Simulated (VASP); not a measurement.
Write the native input for VASP 6.6.1 that does the following.

```
Task                   : single point
Functional             : PBE
Potentials or basis    : VASP PAW PBE potentials, release 64 (Cd, S)
Cutoff                 : 520 eV
k mesh                 : 1 × 1 × 16
Occupations            : gaussian, width 0.05 eV
Spin                   : collinear spin, ferromagnetic start
Starting moments       : [0.5, 0.5] μB
Dipole correction      : no
Further INCAR settings : ALGO = Normal; EDIFF = 1e-06; NBANDS = 20
```

The structure of CdS lies in POSCAR:

```
CdS
1.0
   10.0000000000      0.0000000000      0.0000000000
    0.0000000000      9.3000000000      0.0000000000
    0.0000000000      0.0000000000      4.3674413529
Cd S
1 1
Direct
    0.4583107566      0.5000000000      0.0000000000
    0.5416892434      0.5000000000      0.5000000000
```

One way to write it, as run:

INCAR

```
SYSTEM = CdS
ALGO = Normal
EDIFF = 1E-6
ENCUT = 520
GGA = PE
ISIF = 2
ISMEAR = 0
ISPIN = 2
LASPH = .TRUE.
LCHARG = .TRUE.
LELF = .TRUE.
LORBIT = 11
LREAL = .FALSE.
LVHAR = .TRUE.
LWAVE = .FALSE.
MAGMOM = 0.5 0.5
NBANDS = 20
NELM = 150
PREC = Accurate
SIGMA = 0.05
```

KPOINTS

```
k-points
0
G
  1 1 16
  0 0 0
```

Potentials or basis: VASP PAW PBE potentials, release 64 (Cd, S).

The run is started by

```bash
$ cat potpaw_PBE.64/Cd/POTCAR potpaw_PBE.64/S/POTCAR > POTCAR
$ mpirun -np 1 vasp_std > vasp.out
```

Results of the run:

```
Largest force                                         : 0.059 eV/Å
Band gap on the k mesh                                : 2.00 eV, indirect (least direct gap 2.68 eV)
Net moment                                            : 0.00 μB per cell
Valence electrons inside the program's atomic spheres : Cd 10.31; S 3.69
```

Run time: 3.3 min on 1 thread of Intel Xeon 6975P-C (shared host), peak memory 0.59 GiB.
